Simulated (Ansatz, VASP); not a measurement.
**AlCu: VASP beside Ansatz**

```
CELL_PARAMETERS angstrom
2.99751 0.07868 0.00000
0.07868 2.99751 0.00000
0.00000 0.00000 2.99751
ATOMIC_POSITIONS crystal
Al 0.00000 0.00000 0.00000
Cu 0.50000 0.50000 0.50000
```

Change from the starting cell: strain +0.0525 x Voigt [0, 0, 0, 0, 0, 1], atoms carried along.

Alike in both runs: task single point; functional PBEsol; k mesh 16 × 16 × 16; occupations gaussian, width 0.15 eV; no spin polarisation.

|  | VASP | Ansatz |
| --- | --- | --- |
| version | VASP 6.6.1 | Ansatz 0.2.0 |
| potentials or method | VASP PAW PBE potentials, release 64 (Al, Cu), cutoff 520 eV | scalar-relativistic, plane waves, PAW |
| valence electrons in the cell | 14 | 22 |

|  | VASP | Ansatz | Ansatz less VASP |
| --- | --- | --- | --- |
| gap on the k mesh at the Fermi level (eV) | none | none | - |
| pressure (GPa) | -4.1 | -4.4 | -0.33 |
| traceless stress, the component that is largest in VASP (GPa) | -2.14 | -2.13 | +0.002 |

VASP's potentials were made for PBE, not for PBEsol. A gap of «none» marks a metal or a gap that the smearing closes. The functional is the same, so the differences come from potentials, cutoffs and numerics. VASP's potentials hold 14 valence electrons a cell and Ansatz's 22, so a difference there can come from the potentials and not from the codes.
